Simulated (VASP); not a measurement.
# Co (Im-3m) in VASP: single point with PBE

Aim: the single point of Co with PBE.

Program: VASP 6.6.1. These are calculated values, not measurements. Logs are shortened: lines on timing, memory, paths and dates and some standing lists are left out, and cuts for length are marked.

## 1. The cell of the first run

It takes space group Im-3m (No. 229, cubic). Conventional cell: a = 2.811 Å, b = 2.811 Å, c = 2.811 Å, α = 90.00°, β = 90.00°, γ = 90.00°. Within 3.2 Å of Co (site symmetry m-3m) lie 14 Co at 2.43 to 2.81 Å.

## 2. Single point, PBE, collinear spin, ferromagnetic start

Input file INCAR:

```
PREC     = Accurate       # precision mode
ENCUT    = 520            # plane-wave cutoff, eV
EDIFF    = 1E-6           # SCF threshold, eV
ISMEAR   = 0              # smearing method
SIGMA    = 0.1            # smearing width, eV
LREAL    = F              # projectors in reciprocal space
LASPH    = T              # aspherical terms in the spheres
NELM     = 150            # most SCF steps
ALGO     = Normal         # electronic algorithm
ISIF     = 2              # what is computed and relaxed
LWAVE    = F              # write WAVECAR
LCHARG   = F              # write CHGCAR
ISPIN    = 2              # spin polarisation
MAGMOM   = 2.06           # initial moments
LORBIT   = 11             # projections on sites
LMAXMIX  = 4              # l up to which the mixer works
GGA      = PE             # functional
NBANDS   = 14             # bands
```

Input file KPOINTS:

```
regular mesh
0
Gamma
  28 28 28
```

Input file POSCAR:

```
Co
1.0
   -1.4052970239      1.4052970239      1.4052970239
    1.4052970239     -1.4052970239      1.4052970239
    1.4052970239      1.4052970239     -1.4052970239
Co
1
Direct
    0.0000000000      0.0000000000      0.0000000000
```

Potentials or basis: VASP PAW PBE potentials, release 64 (Co).

Launch:

```
> cat potpaw_PBE.64/Co/POTCAR > POTCAR
> mpirun -np 1 vasp_std > vasp.out
```

OUTCAR:

```text
PREC = Accurate
   ENCUT = 520
   EDIFF = 1E-6
   ISMEAR = 0
   LREAL = F
   LASPH = T
   NELM = 150
   ISIF = 2
   ISPIN = 2
   LORBIT = 11
   GGA = PE

 ion  position               nearest neighbor table
   1  0.000  0.000  0.000-

  LATTYP: Found a body centered cubic cell.
 ALAT       =     2.8105940478

  Lattice vectors:

 A1 = (  -1.4052970239,   1.4052970239,   1.4052970239)
 A2 = (   1.4052970239,  -1.4052970239,   1.4052970239)
 A3 = (   1.4052970239,   1.4052970239,  -1.4052970239)

Analysis of symmetry for initial positions (statically):
=====================================================================
 Subroutine PRICEL returns:
 Original cell was already a primitive cell.

 Routine SETGRP: Setting up the symmetry group for a
 body centered cubic supercell.

 Subroutine GETGRP returns: Found 48 space group operations
 (whereof 48 operations were pure point group operations)
 out of a pool of 48 trial point group operations.

The static configuration has the point symmetry O_h .

Analysis of symmetry for dynamics (positions and initial velocities):
=====================================================================
 Subroutine PRICEL returns:
 Original cell was already a primitive cell.

 Routine SETGRP: Setting up the symmetry group for a
 body centered cubic supercell.

 Subroutine GETGRP returns: Found 48 space group operations
 (whereof 48 operations were pure point group operations)
 out of a pool of 48 trial point group operations.

The dynamic configuration has the point symmetry O_h .

Analysis of structural, dynamic, and magnetic symmetry:
=====================================================================
 Subroutine PRICEL returns:
 Original cell was already a primitive cell.

 Routine SETGRP: Setting up the symmetry group for a
 body centered cubic supercell.

 Subroutine GETGRP returns: Found 48 space group operations
 (whereof 48 operations were pure point group operations)
 out of a pool of 48 trial point group operations.

The overall configuration has the point symmetry O_h .

 Subroutine INISYM returns: Found 48 space group operations
 (whereof 48 operations are pure point group operations),
 and found     1 'primitive' translations

----------------------------------------------------------------------------------------

                                     Primitive cell

  volume of cell :      11.1011

  direct lattice vectors                    reciprocal lattice vectors
[... 123 lines left out ...]
 number of electron       8.9999994 magnetization       1.7506264

 Free energy of the ion-electron system (eV)
  ---------------------------------------------------
  ext. energy  EPLUGINS =         0.00000000
  ---------------------------------------------------
  free energy    TOTEN  =        -6.95126636 eV

  energy without entropy =       -6.94373019  energy(sigma->0) =       -6.94749828

 E-fermi :  10.2925     XC(G=0): -13.2737

 val. band max:       10.2924265479   @ k =  -0.3929  -0.4286   0.0714
 cond. band min:      10.2931256912   @ k =  -0.4286  -0.4286   0.1786
 fundamental gap:      0.0006991434
 Fermi energy:        10.2925005572

 spin component 1

 k-point     1 :       0.0000    0.0000    0.0000
  band No.  band energies     occupation
      1       1.1416      1.00000
      2       7.2534      1.00000
      3       7.2534      1.00000
      4       7.2534      1.00000
      5       8.3114      1.00000
      6       8.3114      1.00000
      7      35.4401      0.00000
      8      35.4401      0.00000
      9      35.4401      0.00000
     10      40.5451      0.00000
     11      40.5451      0.00000
     12      42.2458      0.00000
     13      42.2458      0.00000
     14      42.2458      0.00000
[... 379 lines left out ...]
      3       7.5908      1.00000
      4       8.3160      1.00000
      5       8.4506      1.00000
      6       9.0852      1.00000
      7      21.2777      0.00000
      8      29.4294      0.00000
      9      31.2526      0.00000
     10      34.0981      0.00000
     11      37.3833      0.00000
     12      43.0496      0.00000
     13      45.2707      0.00000
     14      46.6796      0.00000

 [... further k-points ...]

 spin component 2

 k-point     1 :       0.0000    0.0000    0.0000
  band No.  band energies     occupation
      1       1.1845      1.00000
      2       8.8074      1.00000
      3       8.8074      1.00000
      4       8.8074      1.00000
      5      10.6266      0.00000
      6      10.6266      0.00000
      7      35.1948      0.00000
      8      35.1948      0.00000
      9      35.1948      0.00000
     10      40.6197      0.00000
     11      40.6197      0.00000
     12      42.9897      0.00000
     13      43.0439      0.00000
     14      43.0790      0.00000
[... 379 lines left out ...]
      3       8.6649      1.00000
      4      10.3831      0.10005
      5      10.7603      0.00000
      6      10.8004      0.00000
      7      21.8835      0.00000
      8      29.4981      0.00000
      9      31.6607      0.00000
     10      34.2960      0.00000
     11      37.8143      0.00000
     12      43.2319      0.00000
     13      45.5768      0.00000
     14      50.3116      0.00000

 [... further k-points ...]

------------------------ aborting loop because EDIFF is reached ----------------------------------------

  FORCE on cell =-STRESS in cart. coord.  units (eV):
  Direction    XX          YY          ZZ          XY          YZ          ZX
  --------------------------------------------------------------------------------------
  -------------------------------------------------------------------------------------
  Total       -0.0464857     -0.0464857     -0.0464857      0.0000000      0.0000000     -0.0000000
  in kB       -6.7091153     -6.7091153     -6.7091153      0.0000000      0.0000000     -0.0000000
  external PRESSURE =      -6.7091153 kB  Pullay stress =       0.0000000 kB

 VOLUME and BASIS-vectors are now :
 -----------------------------------------------------------------------------
  energy-cutoff  :      520.00
  volume of cell :       11.10
      direct lattice vectors                 reciprocal lattice vectors
    -1.405297024  1.405297024  1.405297024     0.000000000  0.355796669  0.355796669
     1.405297024 -1.405297024  1.405297024     0.355796669  0.000000000  0.355796669
     1.405297024  1.405297024 -1.405297024     0.355796669  0.355796669  0.000000000

 POSITION                                       TOTAL-FORCE (eV/Angst)
 -----------------------------------------------------------------------------------
      0.00000      0.00000      0.00000        -0.000000      0.000000     -0.000000
 -----------------------------------------------------------------------------------
    total drift:                               -0.000000      0.000000      0.000000

  FREE ENERGIE OF THE ION-ELECTRON SYSTEM (eV)
  ---------------------------------------------------
  free  energy   TOTEN  =        -6.9512663606 eV

  energy  without entropy=       -6.9437301909  energy(sigma->0) =       -6.94749828

 total charge

# of ion       s       p       d       tot
------------------------------------------
    1        0.480   0.514   7.229   8.223

 magnetization (x)

# of ion       s       p       d       tot
------------------------------------------
    1       -0.004  -0.046   1.822   1.772
```

Wall time 2.9 min (1 thread of Intel Xeon Platinum 8259CL at 2.50GHz (Skylake/Cascade Lake), shared host); peak memory 0.25 GiB.

Results:

| Property | Result |
| --- | --- |
| Free energy | -6.9513 eV |
| Pressure | -0.7 GPa |
| Net moment | 1.75 μB per cell |
| Site moments | Co +1.77 μB |
| Valence electrons inside the program's atomic spheres | Co 8.22 |
